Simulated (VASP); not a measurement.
# AgCl (rocksalt type) in VASP: notebook, part 2 of 2

VASP 6.6.1. Earlier steps stand in the parts before.

## 4. Electric field gradients, PBE (atom 1 (Ag) moved by [0.035355, 0.035355, 0.0] A)

INCAR reads:

```
PREC     = Accurate       # precision mode
ENCUT    = 520            # plane-wave cutoff, eV
EDIFF    = 1E-8           # SCF threshold, eV
ISMEAR   = -1             # smearing method
SIGMA    = 0.08           # smearing width, eV
LREAL    = False          # projectors in reciprocal space
LASPH    = True           # aspherical terms in the spheres
NELM     = 60             # most SCF steps
ALGO     = Normal         # electronic algorithm
ISIF     = 2              # what is computed and relaxed
LWAVE    = False          # write WAVECAR
LCHARG   = False          # write CHGCAR
GGA      = PE             # functional
LEFG     = True         
NBANDS   = 16             # bands
```

KPOINTS reads:

```
Automatic mesh
0
Gamma
  12 12 12
```

POSCAR reads:

```
AgCl
1.0
    0.0000000000      2.8052039605      2.8052039605
    2.8052039605      0.0000000000      2.8052039605
    2.8052039605      2.8052039605      0.0000000000
Ag Cl
1 1
Direct
    0.0000000000      0.0000000000      0.0126033616
    0.5000000000      0.5000000000      0.5000000000
```

Potentials or basis: VASP PAW PBE potentials, release 64 (Ag, Cl).

On the command line:

```
$ cat potpaw_PBE.64/Ag/POTCAR potpaw_PBE.64/Cl/POTCAR > POTCAR
$ mpirun -np 1 vasp_std > vasp.out
```

OUTCAR:

```text
PREC = Accurate
   ENCUT = 520
   EDIFF = 1E-8
   ISMEAR = -1
   LREAL = False
   LASPH = True
   NELM = 60
   ISIF = 2
   GGA = PE

 ion  position               nearest neighbor table
   1  0.000  0.000  0.013-   2 2.77   2 2.77   2 2.81   2 2.81   2 2.84   2 2.84
   2  0.500  0.500  0.500-   1 2.77   1 2.77   1 2.81   1 2.81   1 2.84   1 2.84

  LATTYP: Found a face centered cubic cell.
 ALAT       =     5.6104079210

  Lattice vectors:

 A1 = (   0.0000000000,   2.8052039605,   2.8052039605)
 A2 = (   2.8052039605,   0.0000000000,   2.8052039605)
 A3 = (   2.8052039605,   2.8052039605,   0.0000000000)

Analysis of symmetry for initial positions (statically):
=====================================================================
 Subroutine PRICEL returns:
 Original cell was already a primitive cell.

 Routine SETGRP: Setting up the symmetry group for a
 face centered cubic supercell.

 Subroutine GETGRP returns: Found  4 space group operations
 (whereof  4 operations were pure point group operations)
 out of a pool of 48 trial point group operations.

The static configuration has the point symmetry C_2v.

Analysis of symmetry for dynamics (positions and initial velocities):
=====================================================================
 Subroutine PRICEL returns:
 Original cell was already a primitive cell.

 Routine SETGRP: Setting up the symmetry group for a
 face centered cubic supercell.

 Subroutine GETGRP returns: Found  4 space group operations
 (whereof  4 operations were pure point group operations)
 out of a pool of 48 trial point group operations.

The dynamic configuration has the point symmetry C_2v.

[... 149 lines left out ...]
 cond. band min:       4.3088865612   @ k =   0.0000   0.0000   0.0000
 fundamental gap:      0.9187838929
 Fermi energy:         4.0251718112

 k-point     1 :       0.0000    0.0000    0.0000
  band No.  band energies     occupation
      1     -11.5353      2.00000
      2       1.0027      2.00000
      3       1.0069      2.00000
      4       1.0280      2.00000
      5       1.0812      2.00000
      6       1.1054      2.00000
[... 433 lines left out ...]
      3      -0.2875      2.00000
      4      -0.1482      2.00000
      5       1.2410      2.00000
      6       1.3452      2.00000
[... 8 lines left out ...]
     15      16.6064      0.00000
     16      16.7090      0.00000

 [... further k-points ...]
[... 5 lines left out ...]
  --------------------------------------------------------------------------------------
  -------------------------------------------------------------------------------------
  Total       -0.0137029     -0.0137029     -0.0269389     -0.0039947      0.0000000      0.0000000
  in kB       -0.4972774     -0.4972774     -0.9776137     -0.1449667      0.0000000      0.0000000
  external PRESSURE =      -0.6573895 kB  Pullay stress =       0.0000000 kB

 VOLUME and BASIS-vectors are now :
 -----------------------------------------------------------------------------
  energy-cutoff  :      520.00
  volume of cell :       44.15
      direct lattice vectors                 reciprocal lattice vectors
     0.000000000  2.805203961  2.805203961    -0.178240159  0.178240159  0.178240159
     2.805203961  0.000000000  2.805203961     0.178240159 -0.178240159  0.178240159
     2.805203961  2.805203961  0.000000000     0.178240159  0.178240159 -0.178240159

 POSITION                                       TOTAL-FORCE (eV/Angst)
 -----------------------------------------------------------------------------------
      0.03535      0.03535      0.00000        -0.029127     -0.029127     -0.000000
      2.80520      2.80520      2.80520         0.029127      0.029127      0.000000
 -----------------------------------------------------------------------------------
    total drift:                               -0.000135     -0.000135      0.000000

  FREE ENERGIE OF THE ION-ELECTRON SYSTEM (eV)
  ---------------------------------------------------
  free  energy   TOTEN  =        -5.4002591427 eV

  energy  without entropy=       -5.4002136578  energy(sigma->0) =       -5.40023640

 Electric field gradients (V/A^2)
---------------------------------------------------------------------
 ion       V_xx      V_yy      V_zz      V_xy      V_xz      V_yz
---------------------------------------------------------------------
   1      -0.221    -0.221     0.442     0.422     0.001     0.001
   2       0.079     0.079    -0.159    -0.149    -0.000    -0.000
---------------------------------------------------------------------

 Electric field gradients after diagonalization (V/A^2)
 (convention: |V_zz| > |V_xx| > |V_yy|)
----------------------------------------------------------------------
 ion       V_xx      V_yy      V_zz     asymmetry (V_yy - V_xx)/ V_zz
----------------------------------------------------------------------
   1       0.442     0.201    -0.643       0.375
   2      -0.159    -0.070     0.228       0.388
----------------------------------------------------------------------

           NMR quadrupolar parameters

 Cq : quadrupolar parameter    Cq=e*Q*V_zz/h
 eta: asymmetry parameters     (V_yy - V_xx)/ V_zz
 Q  : nuclear electric quadrupole moment in mb (millibarn)
----------------------------------------------------------------------
 ion       Cq(MHz)       eta       Q (mb)
----------------------------------------------------------------------
   1      -0.002       0.375       1.000
   2       0.001       0.388       1.000
----------------------------------------------------------------------
```

Wall time 8.1 min (1 thread of AMD EPYC 7R13, shared host); peak memory 0.29 GiB.

What came out:

```
Free energy            : -5.4003 eV
Pressure               : -0.1 GPa
Largest force          : 0.041 eV/Å
Band gap on the k mesh : 0.92 eV, indirect (least direct gap 2.94 eV)
```

Forces on the atoms (eV/Å):
```
Ag  -0.029 -0.029  0.000
Cl   0.029  0.029  0.000
```

Levels at points of the mesh, in eV from the valence-band top:
| k point | band 5 | band 6 | band 7 | band 8 | band 9 | band 10 | band 11 | band 12 | band 13 | band 14 |
| --- | --- | --- | --- | --- | --- | --- | --- | --- | --- | --- |
| (0.00, 0.00, 0.00) | -2.31 | -2.28 | -2.13 | -2.09 | -2.07 | 0.92 | 10.84 | 10.85 | 10.87 | 12.44 |
| (0.50, 0.00, 0.00) | -1.97 | -1.97 | -1.68 | -0.01 | -0.01 | 4.34 | 6.35 | 7.74 | 7.74 | 13.45 |
| (0.00, 0.00, 0.50) | -1.97 | -1.97 | -1.68 | 0.00 | 0.00 | 4.33 | 6.35 | 7.73 | 7.74 | 13.45 |
| (0.50, 0.50, 0.00) | -2.56 | -2.07 | -1.86 | -1.86 | -1.80 | 2.44 | 8.06 | 8.52 | 11.34 | 11.35 |
| (0.00, 0.50, 0.50) | -2.58 | -2.08 | -1.86 | -1.86 | -1.80 | 2.44 | 8.07 | 8.53 | 11.34 | 11.34 |

Electric field gradients, principal values (V/Å²):
| atom | least | middle | greatest (by size) |
| --- | --- | --- | --- |
| 1 Ag | 0.201 | 0.442 | -0.643 |
| 2 Cl | -0.070 | -0.159 | 0.228 |

Caveat: the cell differs from its parent crystal (atom 1 (Ag) moved by [0.035355, 0.035355, 0.0] A); without QUAD_EFG the Cq values of the log hold for a quadrupole moment of 1 mb, not for the nuclei.
